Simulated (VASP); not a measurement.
A run of VASP 6.6.1:

INCAR

```
SYSTEM = SiNi3
PREC = Accurate
ENCUT = 690
EDIFF = 1E-6
ISMEAR = -1
SIGMA = 0.05
LREAL = .False.
LASPH = .True.
NELM = 200
ALGO = Normal
ISIF = 2
LWAVE = .False.
LCHARG = .False.
ISPIN = 2
MAGMOM = 1 1 1 0
LORBIT = 11
LMAXMIX = 4
GGA = RE
NBANDS = 41
GGA_COMPAT = .False.
```

KPOINTS

```
regular mesh
0
Gamma
  8 8 8
  0 0 0
```

The input POSCAR:

```
SiNi3
1.0
    3.5257708795      0.0000000000      0.0000000000
    0.0000000000      3.5257708795      0.0000000000
    0.0000000000      0.0000000000      3.5257708795
Ni Si
3 1
Direct
    0.5000000000      0.5000000000      0.0000000000
    0.5000000000      0.0000000000      0.5000000000
    0.0000000000      0.5000000000      0.5000000000
    0.0000000000      0.0000000000      0.0000000000
```

Potentials or basis: VASP PAW PBE potentials, release 64 (Ni_sv_GW, Si).

Run with:

```sh
$ cat potpaw_PBE.64/Ni_sv_GW/POTCAR potpaw_PBE.64/Si/POTCAR > POTCAR
$ mpirun -np 1 vasp_std > vasp.out
```

Hardware: 1 thread of Intel(R) Xeon(R) Platinum 8488C (Sapphire Rapids), on a shared host.

Problem. How long does it take, and how much memory?

Solution. It took 3.1 min on 1 thread of Intel(R) Xeon(R) Platinum 8488C (Sapphire Rapids) (shared host), peak memory 0.3 GiB. Counts: scf iterations 14, k points 35.
